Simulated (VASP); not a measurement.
# SbSeBr3 (Cmmm) in VASP: a series of runs

SbSeBr3 is run at these levels: PBE; tasks: single point, relaxation of cell and atoms.

All numbers are computed with VASP 6.6.1; they aren't measurements. Logs are shortened: lines on timing, memory, paths and dates and some standing lists are left out, and cuts for length are marked.

## Step 1: The cell of the first run

It takes space group Cmmm (No. 65, orthorhombic). The conventional cell has a = 6.512 Å, b = 9.203 Å, c = 5.146 Å, α = 90.00°, β = 90.00°, γ = 90.00°. Within 4.3 Å of Sb (site symmetry mmm) lie 2 Se at 3.26 Å and 12 Br at 3.82 to 4.15 Å. Within 3.4 Å of Se (site symmetry mmm) lie 2 Br at 2.57 Å and 2 Sb at 3.26 Å. Within 3.9 Å of Br (site symmetry 2/m) lie 4 Br at 2.82 to 3.26 Å and 4 Sb at 3.82 Å and 4 Se at 3.82 Å. Within 3.4 Å of Br (site symmetry mmm) lie 2 Se at 2.57 Å and 4 Br at 2.82 Å.

The cell was built from a structure type or drawn by symmetry, and may not be a known phase.

## Step 2: Single point, PBE

INCAR

```
PREC     = Accurate       # precision mode
ENCUT    = 520            # plane-wave cutoff, eV
EDIFF    = 1E-6           # SCF threshold, eV
ISMEAR   = 0              # smearing method
SIGMA    = 0.1            # smearing width, eV
LREAL    = False          # projectors in reciprocal space
LASPH    = True           # aspherical terms in the spheres
NELM     = 60             # most SCF steps
ALGO     = Normal         # electronic algorithm
ISIF     = 2              # what is computed and relaxed
LWAVE    = False          # write WAVECAR
LCHARG   = True           # write CHGCAR
GGA      = PE             # functional
LELF     = True           # ELF
LVHAR    = True         
NBANDS   = 24             # bands
```

KPOINTS

```
regular mesh
0
Gamma
  4 4 4
```

POSCAR

```
SbSeBr3
1.0
    3.2562200100     -4.6013236400      0.0000000000
    3.2562200100      4.6013236400      0.0000000000
    0.0000000000      0.0000000000      5.1461561000
Sb Se Br
1 1 3
Direct
    0.0000000000      0.0000000000      0.0000000000
    0.5000000000      0.5000000000      0.0000000000
    0.0000000000      0.5000000000      0.5000000000
    0.5000000000      0.0000000000      0.5000000000
    0.5000000000      0.5000000000      0.5000000000
```

Potentials or basis: VASP PAW PBE potentials, release 64 (Sb, Se, Br).

Started as:

```console
cat potpaw_PBE.64/Sb/POTCAR potpaw_PBE.64/Se/POTCAR potpaw_PBE.64/Br/POTCAR > POTCAR
mpirun -np 1 vasp_std > vasp.out
```

OUTCAR:

```text
PREC = Accurate
   ENCUT = 520
   EDIFF = 1E-6
   ISMEAR = 0
   LREAL = False
   LASPH = True
   NELM = 60
   ISIF = 2
   GGA = PE

 ion  position               nearest neighbor table
   1  0.000  0.000  0.000-   2 3.26   2 3.26
   2  0.500  0.500  0.000-   5 2.57   5 2.57   1 3.26   1 3.26
   3  0.000  0.500  0.500-
   4  0.500  0.000  0.500-
   5  0.500  0.500  0.500-   2 2.57   2 2.57

  LATTYP: Found a base centered orthorhombic cell.
 ALAT       =     6.5124400200
 B/A-ratio  =     1.4130874529
 C/A-ratio  =     0.7902039918

  Lattice vectors:

 A1 = (   3.2562200100,  -4.6013236400,   0.0000000000)
 A2 = (   3.2562200100,   4.6013236400,   0.0000000000)
 A3 = (   0.0000000000,   0.0000000000,   5.1461561000)

Analysis of symmetry for initial positions (statically):
=====================================================================
 Subroutine PRICEL returns:
 Original cell was already a primitive cell.

 Routine SETGRP: Setting up the symmetry group for a
 base centered orthorhombic supercell.

 Subroutine GETGRP returns: Found  8 space group operations
 (whereof  8 operations were pure point group operations)
 out of a pool of  8 trial point group operations.

The static configuration has the point symmetry D_2h.

Analysis of symmetry for dynamics (positions and initial velocities):
=====================================================================
 Subroutine PRICEL returns:
 Original cell was already a primitive cell.

 Routine SETGRP: Setting up the symmetry group for a
 base centered orthorhombic supercell.

 Subroutine GETGRP returns: Found  8 space group operations
 (whereof  8 operations were pure point group operations)
 out of a pool of  8 trial point group operations.

The dynamic configuration has the point symmetry D_2h.

 Subroutine INISYM returns: Found  8 space group operations
 (whereof  8 operations are pure point group operations),
 and found     1 'primitive' translations

----------------------------------------------------------------------------------------

                                     Primitive cell

  volume of cell :     154.2089

  direct lattice vectors                    reciprocal lattice vectors
     3.256220010 -4.601323640  0.000000000     0.153552278 -0.108664384  0.000000000
[... 87 lines left out ...]
   NELM   =     60;   NELMIN=  2; NELMDL= -5     # of ELM steps
   EDIFF  = 0.1E-05   stopping-criterion for ELM
   LREAL  =      F    real-space projection
   EDIFFG = 0.1E-04   stopping-criterion for IOM
   NSW    =      0    number of steps for IOM
   IBRION =     -1    ionic relax: 0-MD 1-quasi-New 2-CG
   NFREE  =      0    steps in history (QN), initial steepest desc. (CG)
   ISIF   =      2    stress and relaxation
   ISYM   =      2    0-nonsym 1-usesym 2-fastsym
   POTIM  = 0.5000    time-step for ionic-motion
   TEBEG  =    0.0;   TEEND  =   0.0 temperature during run
   PSTRESS=    0.0 pullay stress
   NELECT =      32.0000    total number of electrons
   NUPDOWN=      -1.0000    fix difference up-down
   EMIN   =  10.00;   EMAX   =-10.00  energy-range for DOS
   EFERMI =   0.00;   METHOD = LEGACY
   ISMEAR =     0;   SIGMA  =   0.10  broadening in eV -4-tet -1-fermi 0-gaus
   EFERMI_NEDOS =   21; number of points for ismear=-14 and -15
   IALGO  =     38    algorithm
   IMIX   =      4    mixing-type and parameters
     AMIX     =   0.40;   BMIX     =  1.00
     AMIX_MAG =   1.60;   BMIX_MAG =  1.00
  volume/ion in A,a.u.               =      30.84       208.13
  Fermi-wavevector in a.u.,A,eV,Ry     =   0.969218  1.831557 12.781100  0.939384
  Thomas-Fermi vector in A             =   2.099253
   LORBIT       =      0    0 simple, 1 ext, 2 COOP (PROOUT), +10 PAW based schemes
   GGA     = PE    functional components
   LHFCALC =     F    Hartree Fock is set to
   AEXX    =    0.0000 exact exchange contribution
   IVDW    =     0    specifies the selected vdW correction
   LEPSILON=     F    determine dielectric tensor
   LRPA    =     F    only Hartree local field effects (RPA)
 non-spin polarized calculation
 Gauss-broadening in eV      SIGMA  =   0.10
  energy-cutoff  :      520.00
  volume of cell :      154.21
 maximum number of plane-waves:      4184
 NGX is ok and might be reduce to    42
   NGX = 21   NGY = 21   NGZ = 19

 number of electron      32.0000001 magnetization

 Free energy of the ion-electron system (eV)
  ---------------------------------------------------
  ext. energy  EPLUGINS =         0.00000000
  ---------------------------------------------------
  free energy    TOTEN  =        -9.46349225 eV

  energy without entropy =       -9.42821308  energy(sigma->0) =       -9.44585267

 E-fermi :   2.4233     XC(G=0):  -8.6465

 val. band max:        2.4065342464   @ k =  -0.2500   0.2500   0.2500
 cond. band min:       2.4453992207   @ k =  -0.2500   0.2500   0.0000
 fundamental gap:      0.0388649742
 Fermi energy:         2.4233399512

 k-point     1 :       0.0000    0.0000    0.0000
  band No.  band energies     occupation
      1     -14.3284      2.00000
      2     -11.6192      2.00000
      3     -11.6009      2.00000
      4      -8.9900      2.00000
      5      -6.1056      2.00000
      6      -4.1378      2.00000
[... 556 lines left out ...]
     23       9.5558      0.00000
     24       9.6302      0.00000

------------------------ aborting loop because EDIFF is reached ----------------------------------------

  FORCE on cell =-STRESS in cart. coord.  units (eV):
  Direction    XX          YY          ZZ          XY          YZ          ZX
  --------------------------------------------------------------------------------------
  -------------------------------------------------------------------------------------
  Total        0.4474794      2.4319833      0.3463222      0.0000000      0.0000000      0.0000000
  in kB        4.6491563     25.2674667      3.5981681      0.0000000      0.0000000      0.0000000
  external PRESSURE =      11.1715970 kB  Pullay stress =       0.0000000 kB

 VOLUME and BASIS-vectors are now :
 -----------------------------------------------------------------------------
  energy-cutoff  :      520.00
  volume of cell :      154.21
      direct lattice vectors                 reciprocal lattice vectors
     3.256220010 -4.601323640  0.000000000     0.153552278 -0.108664384  0.000000000
     3.256220010  4.601323640  0.000000000     0.153552278  0.108664384  0.000000000
     0.000000000  0.000000000  5.146156100     0.000000000  0.000000000  0.194319795

 POSITION                                       TOTAL-FORCE (eV/Angst)
 -----------------------------------------------------------------------------------
      0.00000      0.00000      0.00000         0.000000      0.000000      0.000000
      3.25622      0.00000      0.00000         0.000000     -0.000000      0.000000
      1.62811      2.30066      2.57308         0.000000      0.000000      0.000000
      1.62811     -2.30066      2.57308         0.000000      0.000000      0.000000
      3.25622      0.00000      2.57308        -0.000000     -0.000000      0.000000
 -----------------------------------------------------------------------------------
    total drift:                               -0.000000     -0.000000      0.000000

  FREE ENERGIE OF THE ION-ELECTRON SYSTEM (eV)
  ---------------------------------------------------
  free  energy   TOTEN  =        -9.4634922518 eV

  energy  without entropy=       -9.4282130834  energy(sigma->0) =       -9.44585267
```

stdout:

```text
POSCAR found type information on POSCAR SbSeBr
 POSCAR found :  3 types and       5 ions
 scaLAPACK will be used
 LDA part: xc-table for (Slater+PW92), standard interpolation
 POSCAR, INCAR and KPOINTS ok, starting setup
 FFT: planning ... GRIDC
 FFT: planning ... GRID_SOFT
 FFT: planning ... GRID
 WAVECAR not read
 entering main loop
```

Run time: 2.4 min. Hardware: 1 thread of Intel Xeon 8259CL, shared host; peak memory 0.28 GiB.

Results:

```
Free energy            : -9.4635 eV
Pressure               : 1.1 GPa
Band gap on the k mesh : zero (bands 16 and 17 overlap by 0.90 eV)
```

Stress tensor (GPa, compression positive):
```
0.46 0.00 0.00
0.00 2.53 0.00
0.00 0.00 0.36
```

Caveat: spin-orbit coupling is left out, which moves the levels of the heavy elements.

## Step 3: Single point, PBE

This run uses another cell than the first one, of 40.32 Å³/atom.

INCAR

```
PREC = Accurate
ENCUT = 520
EDIFF = 1E-6
ISMEAR = 0
SIGMA = 0.1
LREAL = F
LASPH = T
NELM = 100
ALGO = Normal
ISIF = 2
LWAVE = F
LCHARG = F
GGA = PE
NBANDS = 24
```

KPOINTS is that of step 2.

POSCAR: that of step 2 with these lines changed.

```diff
@@ -2,5 +2,5 @@
 1.0
-    3.2562200100     -4.6013236400      0.0000000000
-    3.2562200100      4.6013236400      0.0000000000
-    0.0000000000      0.0000000000      5.1461561000
+    2.6652578801     -7.1011897563      0.0000000000
+    2.6652578801      7.1011897563      0.0000000000
+    0.0000000000      0.0000000000      5.3261778727
 Sb Se Br
```

Potentials or basis: VASP PAW PBE potentials, release 64 (Sb, Se, Br).

Started as:

```console
cat potpaw_PBE.64/Sb/POTCAR potpaw_PBE.64/Se/POTCAR potpaw_PBE.64/Br/POTCAR > POTCAR
mpirun -np 1 vasp_std > vasp.out
```

OUTCAR:

```text
PREC = Accurate
   ENCUT = 520
   EDIFF = 1E-6
   ISMEAR = 0
   LREAL = F
   LASPH = T
   NELM = 100
   ISIF = 2
   GGA = PE

 ion  position               nearest neighbor table
   1  0.000  0.000  0.000-   2 2.67   2 2.67
   2  0.500  0.500  0.000-   5 2.66   5 2.66   1 2.67   1 2.67
   3  0.000  0.500  0.500-   4 2.67   4 2.67
   4  0.500  0.000  0.500-   3 2.67   3 2.67
   5  0.500  0.500  0.500-   2 2.66   2 2.66

  LATTYP: Found a base centered orthorhombic cell.
 ALAT       =     5.3305157602
 B/A-ratio  =     2.6643537233
 C/A-ratio  =     0.9991862162

  Lattice vectors:

 A1 = (   2.6652578801,  -7.1011897563,   0.0000000000)
 A2 = (   2.6652578801,   7.1011897563,   0.0000000000)
 A3 = (   0.0000000000,   0.0000000000,   5.3261778727)

Analysis of symmetry for initial positions (statically):
=====================================================================
 Subroutine PRICEL returns:
 Original cell was already a primitive cell.

 Routine SETGRP: Setting up the symmetry group for a
[... 168 lines left out ...]
  energy without entropy =      -11.27010541  energy(sigma->0) =      -11.28274610

 E-fermi :   0.0970     XC(G=0):  -7.2389

 val. band max:        0.0926144589   @ k =   0.5000   0.2500   0.0000
 cond. band min:       0.1620207095   @ k =   0.2500  -0.0000   0.2500
 fundamental gap:      0.0694062505
 Fermi energy:         0.0969999365

 k-point     1 :       0.0000    0.0000    0.0000
  band No.  band energies     occupation
      1     -15.2309      2.00000
      2     -14.6425      2.00000
      3     -12.3880      2.00000
      4     -12.3018      2.00000
      5      -7.5795      2.00000
      6      -5.8481      2.00000
[... 556 lines left out ...]
     23       7.1610      0.00000
     24       7.7819      0.00000

------------------------ aborting loop because EDIFF is reached ----------------------------------------

  FORCE on cell =-STRESS in cart. coord.  units (eV):
  Direction    XX          YY          ZZ          XY          YZ          ZX
  --------------------------------------------------------------------------------------
  -------------------------------------------------------------------------------------
  Total        0.0687730      0.4529879     -0.0445605      0.0000000      0.0000000      0.0000000
  in kB        0.5465279      3.5998233     -0.3541155      0.0000000      0.0000000      0.0000000
  external PRESSURE =       1.2640786 kB  Pullay stress =       0.0000000 kB

 VOLUME and BASIS-vectors are now :
 -----------------------------------------------------------------------------
  energy-cutoff  :      520.00
  volume of cell :      201.61
      direct lattice vectors                 reciprocal lattice vectors
     2.665257880 -7.101189756  0.000000000     0.187599108 -0.070410736  0.000000000
     2.665257880  7.101189756  0.000000000     0.187599108  0.070410736  0.000000000
     0.000000000  0.000000000  5.326177873     0.000000000  0.000000000  0.187751897

 POSITION                                       TOTAL-FORCE (eV/Angst)
 -----------------------------------------------------------------------------------
      0.00000      0.00000      0.00000        -0.000000     -0.000000      0.000000
      2.66526      0.00000      0.00000        -0.000000     -0.000000      0.000000
      1.33263      3.55059      2.66309        -0.000000     -0.000000      0.000000
      1.33263     -3.55059      2.66309        -0.000000     -0.000000      0.000000
      2.66526      0.00000      2.66309         0.000000      0.000000      0.000000
 -----------------------------------------------------------------------------------
    total drift:                                0.000000      0.000000     -0.000000

  FREE ENERGIE OF THE ION-ELECTRON SYSTEM (eV)
  ---------------------------------------------------
  free  energy   TOTEN  =       -11.2953867816 eV

  energy  without entropy=      -11.2701054111  energy(sigma->0) =      -11.28274610
```

OSZICAR:

```text
N       E                     dE             d eps       ncg     rms          rms(c)
DAV:   1     0.205800310942E+03    0.20580E+03   -0.11672E+04  1008   0.105E+03
DAV:   2     0.907330964090E+01   -0.19673E+03   -0.18628E+03  1400   0.185E+02
DAV:   3    -0.118493749764E+02   -0.20923E+02   -0.20667E+02  1288   0.680E+01
DAV:   4    -0.121535709679E+02   -0.30420E+00   -0.30389E+00  1184   0.973E+00
DAV:   5    -0.121576722318E+02   -0.41013E-02   -0.41006E-02  1296   0.115E+00    0.941E+00
DAV:   6    -0.115097099538E+02    0.64796E+00   -0.51344E-01  1240   0.335E+00    0.539E+00
DAV:   7    -0.113025425612E+02    0.20717E+00   -0.33582E-01  1320   0.318E+00    0.157E+00
DAV:   8    -0.113165885669E+02   -0.14046E-01   -0.17178E-01  1288   0.162E+00    0.111E+00
DAV:   9    -0.112972243773E+02    0.19364E-01   -0.14429E-02  1216   0.541E-01    0.509E-01
DAV:  10    -0.112956077797E+02    0.16166E-02   -0.14577E-02  1264   0.458E-01    0.193E-01
DAV:  11    -0.112953581140E+02    0.24967E-03   -0.13781E-03  1240   0.196E-01    0.108E-01
DAV:  12    -0.112953504453E+02    0.76688E-05   -0.42728E-04  1208   0.986E-02    0.356E-02
DAV:  13    -0.112953898316E+02   -0.39386E-04   -0.61590E-05  1216   0.419E-02    0.194E-02
DAV:  14    -0.112953852800E+02    0.45516E-05   -0.21213E-05  1248   0.216E-02    0.750E-03
DAV:  15    -0.112953872800E+02   -0.20000E-05   -0.45403E-06  1056   0.112E-02    0.552E-03
DAV:  16    -0.112953867816E+02    0.49836E-06   -0.12469E-06   968   0.583E-03
   1 F= -.11295387E+02 E0= -.11282746E+02  d E =-.252814E-01
```

stdout:

```text
POSCAR found type information on POSCAR SbSeBr
 POSCAR found :  3 types and       5 ions
 scaLAPACK will be used
 LDA part: xc-table for (Slater+PW92), standard interpolation
 POSCAR, INCAR and KPOINTS ok, starting setup
 FFT: planning ... GRIDC
 FFT: planning ... GRID_SOFT
 FFT: planning ... GRID
 WAVECAR not read
 entering main loop
```

It took 3.4 min on 1 thread of Intel Xeon 8259CL, shared host; peak memory 0.4 GiB.

What came out:

* Free energy: -11.2954 eV
* Pressure: 0.1 GPa
* Band gap on the k mesh: zero (bands 16 and 17 overlap by 0.68 eV)

Levels at points of the mesh, in eV from the Fermi level:
```
           k point  band 12  band 13  band 14  band 15  band 16  band 17  band 18  band 19  band 20  band 21
(0.00, 0.00, 0.00)    -1.82    -0.88    -0.08    -0.07     0.39     1.21     3.61     3.67     4.55     5.58
(0.50, 0.00, 0.00)    -1.30    -1.26    -1.18    -0.48    -0.35    -0.21    -0.13     0.98     3.52     6.32
(0.50, 0.50, 0.00)    -1.85    -1.06    -0.22    -0.07     0.36     1.09     3.61     3.67     5.71     5.89
(0.00, 0.00, 0.50)    -2.11    -2.11    -1.18    -0.18    -0.07     0.29     1.08     3.62     6.35     6.85
(0.50, 0.00, 0.50)    -1.41    -1.35    -1.34    -1.28    -0.85    -0.29    -0.17     0.61     1.10     6.36
(0.50, 0.50, 0.50)    -2.17    -1.94    -1.87    -0.20    -0.17     0.40     1.14     3.62     6.08     6.36
```

Caveat: spin-orbit coupling is left out, which moves the levels of the heavy elements.

[end of part 1 of 2]
